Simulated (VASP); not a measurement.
# Sb: single point with LDA

The system is Sb.

```
CELL_PARAMETERS angstrom
-1.72500 1.72500 1.72500
1.72500 -1.72500 1.72500
2.58750 4.31250 -2.58750
ATOMIC_POSITIONS crystal
Sb 0.00000 0.00000 0.00000
Sb 0.75000 0.00000 0.50000
```

* Program: VASP 6.6.1
* Task: single point
* Functional: LDA
* Potentials or basis: VASP PAW LDA potentials, release 64 (Sb)
* Cutoff: 520 eV
* k mesh: 7 × 7 × 7
* Occupations: fermi-dirac, width 0.2 eV
* Spin: no spin polarisation

| Property | Result |
| --- | --- |
| Pressure | 30.4 GPa |
| Largest force | 0.574 eV/Å |
| Band gap on the k mesh | zero (band 5 reaches 17.41 eV, above the bottom of band 6 at 9.50 eV) |

Forces in eV/Å, atoms in the order of the input:
```
Sb   0.406  0.406  0.000
Sb  -0.406 -0.406  0.000
```

Stress tensor (GPa, compression positive):
```
31.91  2.89  2.81
 2.89 31.91 -2.81
 2.81 -2.81 27.37
```

Levels at points of the mesh, in eV from the Fermi level:
| k point | band 1 | band 2 | band 3 | band 4 | band 5 | band 6 | band 7 | band 8 | band 9 | band 10 |
| --- | --- | --- | --- | --- | --- | --- | --- | --- | --- | --- |
| (0.00, 0.00, 0.00) | -15.46 | -9.47 | -7.66 | 2.84 | 4.96 | 5.29 | 7.16 | 7.66 | 8.22 | 8.33 |

Run time: 29 s on 1 thread of Intel Xeon 6975P-C (shared host), peak memory 0.17 GiB.

Caveat: the k points lie up to 0.37 Å⁻¹ apart; spin-orbit coupling is left out, which moves the levels of the heavy elements.
